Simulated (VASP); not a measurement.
# BaAu3 (Pm-3m) in VASP: a series of runs

The runs below take BaAu3 through single point, with LDA, PBE.

All numbers are computed with VASP 6.6.1; they aren't measurements. Logs are shortened: lines on timing, memory, paths and dates and some standing lists are left out, and cuts for length are marked.

## (1) The cell of the first run

Symmetry: Pm-3m, No. 221, cubic system. The conventional cell has a = 4.657 Å, b = 4.657 Å, c = 4.657 Å, α = 90.00°, β = 90.00°, γ = 90.00°. Within 4.3 Å of Ba (site symmetry m-3m) lie 12 Au at 3.29 Å. Au (site symmetry 4/mmm) has 4 Ba at 3.29 Å and 8 Au at 3.29 Å within 4.3 Å.

## (2) Single point, LDA

Contents of INCAR:

```
SYSTEM = BaAu3
PREC = Accurate
ENCUT = 520
EDIFF = 1E-6
ISMEAR = 0
SIGMA = 0.05
LREAL = .FALSE.
LASPH = .TRUE.
NELM = 80
ALGO = Normal
ISIF = 2
LWAVE = .FALSE.
LCHARG = .FALSE.
NBANDS = 30
```

Contents of KPOINTS:

```
regular mesh
0
G
  8 8 8
  0 0 0
```

Contents of POSCAR:

```
BaAu3
1.0
    4.6566650904      0.0000000000      0.0000000000
    0.0000000000      4.6566650904      0.0000000000
    0.0000000000      0.0000000000      4.6566650904
Ba Au
1 3
Direct
    0.0000000000      0.0000000000      0.0000000000
    0.0000000000      0.5000000000      0.5000000000
    0.5000000000      0.5000000000      0.0000000000
    0.5000000000      0.0000000000      0.5000000000
```

Potentials or basis: VASP PAW LDA potentials, release 64 (Ba_sv, Au).

Run with:

```bash
$ cat potpaw_LDA.64/Ba_sv/POTCAR potpaw_LDA.64/Au/POTCAR > POTCAR
$ mpirun -np 1 vasp_std > vasp.out
```

OUTCAR:

```text
SYSTEM = BaAu3
   PREC = Accurate
   ENCUT = 520
   EDIFF = 1E-6
   ISMEAR = 0
   LREAL = .FALSE.
   LASPH = .TRUE.
   NELM = 80
   ISIF = 2

 ion  position               nearest neighbor table
   1  0.000  0.000  0.000-   2 3.29   3 3.29   4 3.29   2 3.29   4 3.29   2 3.29   3 3.29   2 3.29
                             3 3.29   4 3.29   4 3.29   3 3.29
   2  0.000  0.500  0.500-   1 3.29   3 3.29   4 3.29   1 3.29   3 3.29   1 3.29   4 3.29   1 3.29
                             3 3.29   4 3.29   3 3.29   4 3.29
   3  0.500  0.500  0.000-   1 3.29   2 3.29   4 3.29   2 3.29   4 3.29   1 3.29   4 3.29   4 3.29
                             1 3.29   2 3.29   2 3.29   1 3.29
   4  0.500  0.000  0.500-   1 3.29   2 3.29   3 3.29   1 3.29   3 3.29   2 3.29   3 3.29   3 3.29
                             1 3.29   2 3.29   1 3.29   2 3.29

  LATTYP: Found a simple cubic cell.
 ALAT       =     4.6566650904

  Lattice vectors:

 A1 = (   4.6566650904,   0.0000000000,   0.0000000000)
 A2 = (   0.0000000000,   4.6566650904,   0.0000000000)
 A3 = (   0.0000000000,   0.0000000000,   4.6566650904)

Analysis of symmetry for initial positions (statically):
=====================================================================
 Subroutine PRICEL returns:
 Original cell was already a primitive cell.

 Routine SETGRP: Setting up the symmetry group for a
 simple cubic supercell.

 Subroutine GETGRP returns: Found 48 space group operations
 (whereof 48 operations were pure point group operations)
 out of a pool of 48 trial point group operations.

The static configuration has the point symmetry O_h .

Analysis of symmetry for dynamics (positions and initial velocities):
=====================================================================
 Subroutine PRICEL returns:
 Original cell was already a primitive cell.

 Routine SETGRP: Setting up the symmetry group for a
 simple cubic supercell.

 Subroutine GETGRP returns: Found 48 space group operations
 (whereof 48 operations were pure point group operations)
 out of a pool of 48 trial point group operations.

The dynamic configuration has the point symmetry O_h .

 Subroutine INISYM returns: Found 48 space group operations
 (whereof 48 operations are pure point group operations),
 and found     1 'primitive' translations

----------------------------------------------------------------------------------------

                                     Primitive cell

  volume of cell :     100.9776

  direct lattice vectors                    reciprocal lattice vectors
     4.656665090  0.000000000  0.000000000     0.214745957  0.000000000  0.000000000
     0.000000000  4.656665090  0.000000000     0.000000000  0.214745957  0.000000000
     0.000000000  0.000000000  4.656665090     0.000000000  0.000000000  0.214745957

  length of vectors
     4.656665090  4.656665090  4.656665090     0.214745957  0.214745957  0.214745957

  position of ions in fractional coordinates (direct lattice)
     0.000000000  0.000000000  0.000000000
     0.000000000  0.500000000  0.500000000
     0.500000000  0.500000000  0.000000000
     0.500000000  0.000000000  0.500000000

  ion indices of the primitive-cell ions
   primitive index   ion index
                 1           1
                 2           2
                 3           3
                 4           4

----------------------------------------------------------------------------------------

 KPOINTS: regular mesh

Automatic generation of k-mesh.
 Grid dimensions read from file:
 generate k-points for:    8    8    8

 Generating k-lattice:

  Cartesian coordinates                     Fractional coordinates (reciprocal lattice)
     0.026843245  0.000000000  0.000000000     0.125000000  0.000000000  0.000000000
     0.000000000  0.026843245  0.000000000     0.000000000  0.125000000  0.000000000
     0.000000000  0.000000000  0.026843245     0.000000000  0.000000000  0.125000000

  Length of vectors
     0.026843245  0.026843245  0.026843245

  Shift w.r.t. Gamma in fractional coordinates (k-lattice)
     0.000000000  0.000000000  0.000000000

 Subroutine IBZKPT returns following result:
 ===========================================

 Found     35 irreducible k-points:

 Following reciprocal coordinates:
            Coordinates               Weight
  0.000000  0.000000  0.000000      1.000000
  0.125000  0.000000  0.000000      6.000000
  0.250000  0.000000  0.000000      6.000000
  0.375000  0.000000  0.000000      6.000000
  0.500000  0.000000  0.000000      3.000000
  0.125000  0.125000  0.000000     12.000000
[... 16 lines left out ...]
  0.375000  0.375000  0.125000     24.000000
  0.500000  0.375000  0.125000     24.000000
 [... further k-points ...]
   k-points           NKPTS =     35   k-points in BZ     NKDIM =     35   number of bands    NBANDS=     30
   number of dos      NEDOS =    301   number of ions     NIONS =      4
   total plane-waves  NPLWV =  46656
   dimension x,y,z NGX =    36 NGY =   36 NGZ =   36
   dimension x,y,z NGXF=    72 NGYF=   72 NGZF=   72
   ions per type =               1   3
   NGX,Y,Z   is equivalent  to a cutoff of  12.85, 12.85, 12.85 a.u.
   NGXF,Y,Z  is equivalent  to a cutoff of  25.70, 25.70, 25.70 a.u.
 SYSTEM =  BaAu3
   PREC   = accura    normal or accurate (medium, high low for compatibility)
   ISTART =      0    job   : 0-new  1-cont  2-samecut
   ICHARG =      2    charge: 1-file 2-atom 10-const
   ISPIN  =      1    spin polarized calculation?
   LNONCOLLINEAR =      F non collinear calculations
   LSORBIT =      F    spin-orbit coupling
   LASPH  =      T    aspherical Exc in radial PAW
   ENCUT  =  520.0 eV  38.22 Ry    6.18 a.u.   8.66  8.66  8.66*2*pi/ulx,y,z
   NELM   =     80;   NELMIN=  2; NELMDL= -5     # of ELM steps
   EDIFF  = 0.1E-05   stopping-criterion for ELM
   LREAL  =      F    real-space projection
   EDIFFG = 0.1E-04   stopping-criterion for IOM
   NSW    =      0    number of steps for IOM
   IBRION =     -1    ionic relax: 0-MD 1-quasi-New 2-CG
   NFREE  =      0    steps in history (QN), initial steepest desc. (CG)
   ISIF   =      2    stress and relaxation
   ISYM   =      2    0-nonsym 1-usesym 2-fastsym
   POTIM  = 0.5000    time-step for ionic-motion
   TEBEG  =    0.0;   TEEND  =   0.0 temperature during run
   PSTRESS=    0.0 pullay stress
   NELECT =      43.0000    total number of electrons
   NUPDOWN=      -1.0000    fix difference up-down
   EMIN   =  10.00;   EMAX   =-10.00  energy-range for DOS
   EFERMI =   0.00;   METHOD = LEGACY
   ISMEAR =     0;   SIGMA  =   0.05  broadening in eV -4-tet -1-fermi 0-gaus
   EFERMI_NEDOS =   21; number of points for ismear=-14 and -15
   IALGO  =     38    algorithm
   IMIX   =      4    mixing-type and parameters
     AMIX     =   0.40;   BMIX     =  1.00
     AMIX_MAG =   1.60;   BMIX_MAG =  1.00
  volume/ion in A,a.u.               =      25.24       170.36
  Fermi-wavevector in a.u.,A,eV,Ry     =   1.231656  2.327492 20.639707  1.516976
  Thomas-Fermi vector in A             =   2.366457
   LORBIT       =      0    0 simple, 1 ext, 2 COOP (PROOUT), +10 PAW based schemes
   GGA     = CA    functional components
   LHFCALC =     F    Hartree Fock is set to
   AEXX    =    0.0000 exact exchange contribution
   IVDW    =     0    specifies the selected vdW correction
   LEPSILON=     F    determine dielectric tensor
   LRPA    =     F    only Hartree local field effects (RPA)
 non-spin polarized calculation
 Gauss-broadening in eV      SIGMA  =   0.05
  energy-cutoff  :      520.00
  volume of cell :      100.98
 maximum number of plane-waves:      2800
 NGX is ok and might be reduce to    36
   NGX = 17   NGY = 17   NGZ = 17

 number of electron      42.9999992 magnetization

 Free energy of the ion-electron system (eV)
  ---------------------------------------------------
  ext. energy  EPLUGINS =         0.00000000
  ---------------------------------------------------
  free energy    TOTEN  =       -15.98728320 eV

  energy without entropy =      -15.98315096  energy(sigma->0) =      -15.98521708

 E-fermi :   4.6768     XC(G=0): -10.8993

 val. band max:        4.6532271421   @ k =   0.3750   0.2500   0.1250
 cond. band min:       4.7028608648   @ k =   0.3750   0.2500   0.2500
 fundamental gap:      0.0496337228
 Fermi energy:         4.6767633624

 k-point     1 :       0.0000    0.0000    0.0000
  band No.  band energies     occupation
      1     -22.2375      2.00000
      2      -7.5463      2.00000
      3      -7.5463      2.00000
      4      -7.5463      2.00000
      5      -1.5103      2.00000
      6      -0.0502      2.00000
[... 22 lines left out ...]
     29      11.8056      0.00000
     30      11.8067      0.00000

 k-point     2 :       0.1250    0.0000    0.0000
  band No.  band energies     occupation
      1     -22.2352      2.00000
      2      -7.6117      2.00000
      3      -7.5515      2.00000
      4      -7.5515      2.00000
      5      -1.3373      2.00000
      6       0.0339      2.00000
[... 22 lines left out ...]
     29      10.8099      0.00000
     30      11.9785      0.00000

 k-point     3 :       0.2500    0.0000    0.0000
  band No.  band energies     occupation
      1     -22.2298      2.00000
      2      -7.7611      2.00000
      3      -7.5639      2.00000
      4      -7.5639      2.00000
      5      -0.8661      2.00000
      6       0.2367      2.00000
[... 22 lines left out ...]
     29      10.7122      0.00000
     30      12.2057      0.00000

 k-point     4 :       0.3750    0.0000    0.0000
  band No.  band energies     occupation
      1     -22.2243      2.00000
      2      -7.9002      2.00000
      3      -7.5763      2.00000
      4      -7.5763      2.00000
      5      -0.2214      2.00000
      6       0.4585      2.00000
[... 616 lines left out ...]
     29      10.5479      0.00000
     30      12.7991      0.00000

 k-point    23 :       0.3750    0.3750    0.1250
  band No.  band energies     occupation
      1     -22.2136      2.00000
      2      -7.8278      2.00000
      3      -7.7902      2.00000
      4      -7.6212      2.00000
      5       0.2595      2.00000
      6       0.5439      2.00000
[... 22 lines left out ...]
     29      11.9094      0.00000
     30      11.9937      0.00000

 k-point    24 :       0.5000    0.3750    0.1250
  band No.  band energies     occupation
      1     -22.2120      2.00000
      2      -7.8446      2.00000
      3      -7.7954      2.00000
      4      -7.6232      2.00000
      5       0.3925      2.00000
      6       0.5253      2.00000
[... 22 lines left out ...]
     29      11.0628      0.00000
     30      12.6910      0.00000

 [... further k-points ...]

------------------------ aborting loop because EDIFF is reached ----------------------------------------

  FORCE on cell =-STRESS in cart. coord.  units (eV):
  Direction    XX          YY          ZZ          XY          YZ          ZX
  --------------------------------------------------------------------------------------
  -------------------------------------------------------------------------------------
  Total       -3.7225971     -3.7225971     -3.7225971     -0.0000000      0.0000000      0.0000000
  in kB      -59.0651890    -59.0651890    -59.0651890     -0.0000000      0.0000000      0.0000000
  external PRESSURE =     -59.0651890 kB  Pullay stress =       0.0000000 kB

 VOLUME and BASIS-vectors are now :
 -----------------------------------------------------------------------------
  energy-cutoff  :      520.00
  volume of cell :      100.98
      direct lattice vectors                 reciprocal lattice vectors
     4.656665090  0.000000000  0.000000000     0.214745957  0.000000000  0.000000000
     0.000000000  4.656665090  0.000000000     0.000000000  0.214745957  0.000000000
     0.000000000  0.000000000  4.656665090     0.000000000  0.000000000  0.214745957

 POSITION                                       TOTAL-FORCE (eV/Angst)
 -----------------------------------------------------------------------------------
      0.00000      0.00000      0.00000         0.000000      0.000000      0.000000
      0.00000      2.32833      2.32833         0.000000      0.000000      0.000000
      2.32833      2.32833      0.00000         0.000000      0.000000      0.000000
      2.32833      0.00000      2.32833         0.000000      0.000000      0.000000
 -----------------------------------------------------------------------------------
    total drift:                                0.000000      0.000000      0.000000

  FREE ENERGIE OF THE ION-ELECTRON SYSTEM (eV)
  ---------------------------------------------------
  free  energy   TOTEN  =       -15.9872832000 eV

  energy  without entropy=      -15.9831509590  energy(sigma->0) =      -15.98521708
```

Run time: 30 s. Hardware: 1 thread of Intel Xeon 6975P-C (Granite Rapids), shared host; peak memory 0.23 GiB.

Results:

```
Free energy : -15.9873 eV
Pressure    : -5.9 GPa
```

Caveat: spin-orbit coupling is left out, which moves the levels of the heavy elements.

## (3) Single point, PBE (volume scaled by 1.020)

Contents of INCAR:

```
PREC = Accurate
ENCUT = 520
EDIFF = 1E-6
ISMEAR = 0
SIGMA = 0.05
LREAL = False
LASPH = True
NELM = 80
ALGO = Normal
ISIF = 2
LWAVE = False
LCHARG = True
GGA = PE
LELF = True
LVHAR = True
NBANDS = 30
```

Contents of KPOINTS:

```
Automatic mesh
0
Gamma
  8 8 8
```

Contents of POSCAR:

```
BaAu3
1.0
    4.6875048308      0.0000000000      0.0000000000
    0.0000000000      4.6875048308      0.0000000000
    0.0000000000      0.0000000000      4.6875048308
Ba Au
1 3
Direct
    0.0000000000      0.0000000000      0.0000000000
    0.0000000000      0.5000000000      0.5000000000
    0.5000000000      0.5000000000      0.0000000000
    0.5000000000      0.0000000000      0.5000000000
```

Potentials or basis: VASP PAW PBE potentials, release 64 (Ba_sv, Au).

Run with:

```bash
$ cat potpaw_PBE.64/Ba_sv/POTCAR potpaw_PBE.64/Au/POTCAR > POTCAR
$ mpirun -np 1 vasp_std > vasp.out
```

Run time: 38 s. Hardware: 1 thread of Intel Xeon 6975P-C (Granite Rapids), shared host; peak memory 0.25 GiB.

The run converged. Its results:

* Free energy: -12.5858 eV
* Pressure: -0.3 GPa

Levels at points of the mesh, in eV from the Fermi level:
```csv
k point,band 20,band 21,band 22,band 23,band 24,band 25
"(0.00, 0.00, 0.00)",-1.97,1.26,1.26,2.64,2.64,2.64
"(0.50, 0.00, 0.00)",-2.48,-1.96,1.91,1.91,1.93,2.32
"(0.50, 0.50, 0.00)",-2.69,-0.54,-0.54,-0.29,2.86,2.86
"(0.50, 0.50, 0.50)",-0.14,-0.14,-0.14,0.24,2.09,2.09
```

Caveat: spin-orbit coupling is left out, which moves the levels of the heavy elements.

## (4) Single point, PBE (volume scaled by 1.040)

Contents of INCAR:

```
SYSTEM = BaAu3
PREC = Accurate ; ENCUT = 520
EDIFF = 1E-6 ; ISMEAR = 0
SIGMA = 0.05 ; LREAL = .FALSE.
LASPH = .TRUE. ; NELM = 80
ALGO = Fast ; ISIF = 2
LWAVE = .FALSE. ; LCHARG = .TRUE.
GGA = PE ; LELF = .TRUE.
LVHAR = .TRUE. ; NBANDS = 30
```

Contents of KPOINTS:

```
Automatic mesh
0
G
  8 8 8
  0 0 0
```

Contents of POSCAR:

```
BaAu3
1.0
    4.7179440268      0.0000000000      0.0000000000
    0.0000000000      4.7179440268      0.0000000000
    0.0000000000      0.0000000000      4.7179440268
Ba Au
1 3
Direct
    0.0000000000      0.0000000000      0.0000000000
    0.0000000000      0.5000000000      0.5000000000
    0.5000000000      0.5000000000      0.0000000000
    0.5000000000      0.0000000000      0.5000000000
```

Run with:

```bash
$ cat potpaw_PBE.64/Ba_sv/POTCAR potpaw_PBE.64/Au/POTCAR > POTCAR
$ mpirun -np 1 vasp_std > vasp.out
```

Run time: 50 s. Hardware: 1 thread of Intel Xeon 6975P-C (Granite Rapids), shared host; peak memory 0.26 GiB.

It converged, with:

| Property | Result |
| --- | --- |
| Free energy | -12.5775 eV |
| Pressure | -1.1 GPa |

Levels at points of the mesh, in eV from the Fermi level:
| k point | band 20 | band 21 | band 22 | band 23 | band 24 | band 25 |
| --- | --- | --- | --- | --- | --- | --- |
| (0.00, 0.00, 0.00) | -1.94 | 1.23 | 1.23 | 2.65 | 2.65 | 2.65 |
| (0.50, 0.00, 0.00) | -2.44 | -1.94 | 1.88 | 1.93 | 1.93 | 2.32 |
| (0.50, 0.50, 0.00) | -2.64 | -0.55 | -0.55 | -0.24 | 2.86 | 2.86 |
| (0.50, 0.50, 0.50) | -0.15 | -0.15 | -0.15 | 0.33 | 2.07 | 2.07 |

Caveat: spin-orbit coupling is left out, which moves the levels of the heavy elements.

## (5) Single point, PBE (volume scaled by 1.070)

Contents of INCAR:

```
PREC = Accurate
ENCUT = 520
EDIFF = 1E-6
ISMEAR = 0
SIGMA = 0.05
LREAL = F
LASPH = T
NELM = 100
ALGO = Normal
ISIF = 2
LWAVE = F
LCHARG = T
GGA = PE
LELF = T
LVHAR = T
NBANDS = 30
```

Contents of KPOINTS:

```
Automatic mesh
0
Gamma
  8 8 8
```

Contents of POSCAR:

```
BaAu3
1.0
    4.7628795315      0.0000000000      0.0000000000
    0.0000000000      4.7628795315      0.0000000000
    0.0000000000      0.0000000000      4.7628795315
Ba Au
1 3
Direct
    0.0000000000      0.0000000000      0.0000000000
    0.0000000000      0.5000000000      0.5000000000
    0.5000000000      0.5000000000      0.0000000000
    0.5000000000      0.0000000000      0.5000000000
```

Run with:

```bash
$ cat potpaw_PBE.64/Ba_sv/POTCAR potpaw_PBE.64/Au/POTCAR > POTCAR
$ mpirun -np 1 vasp_std > vasp.out
```

It took 41 s on 1 thread of Intel Xeon 6975P-C (Granite Rapids), shared host; peak memory 0.26 GiB.

Results (log left out):

```
Free energy : -12.5470 eV
Pressure    : -2.2 GPa
```

Levels at points of the mesh, in eV from the Fermi level:
| k point | band 20 | band 21 | band 22 | band 23 | band 24 | band 25 |
| --- | --- | --- | --- | --- | --- | --- |
| (0.00, 0.00, 0.00) | -1.89 | 1.19 | 1.19 | 2.67 | 2.67 | 2.67 |
| (0.50, 0.00, 0.00) | -2.37 | -1.89 | 1.81 | 1.97 | 1.97 | 2.33 |
| (0.50, 0.50, 0.00) | -2.56 | -0.56 | -0.56 | -0.16 | 2.87 | 2.87 |
| (0.50, 0.50, 0.50) | -0.16 | -0.16 | -0.16 | 0.45 | 2.05 | 2.05 |

Caveat: spin-orbit coupling is left out, which moves the levels of the heavy elements.

## (6) Summary

```tsv
level	potentials or basis	cell	gap on the mesh (eV)	pressure (GPa)
LDA	VASP PAW LDA potentials, release 64 (Ba_sv, Au)	a = 4.657 Å, 4 atoms	none	-5.9
PBE	VASP PAW PBE potentials, release 64 (Ba_sv, Au)	a = 4.688 Å, 4 atoms	none	-0.3
PBE	VASP PAW PBE potentials, release 64 (Ba_sv, Au)	a = 4.718 Å, 4 atoms	none	-1.1
PBE	VASP PAW PBE potentials, release 64 (Ba_sv, Au)	a = 4.763 Å, 4 atoms	none	-2.2
```

Alike in all rows: task single point; no spin polarisation; k mesh 8 × 8 × 8; cutoff (eV) 520; smearing gaussian 0.05 eV.

Caveats: spin-orbit coupling is left out, which moves the levels of the heavy elements.

Total energies depend on the potentials used, so only differences within one code and one set of settings carry meaning.
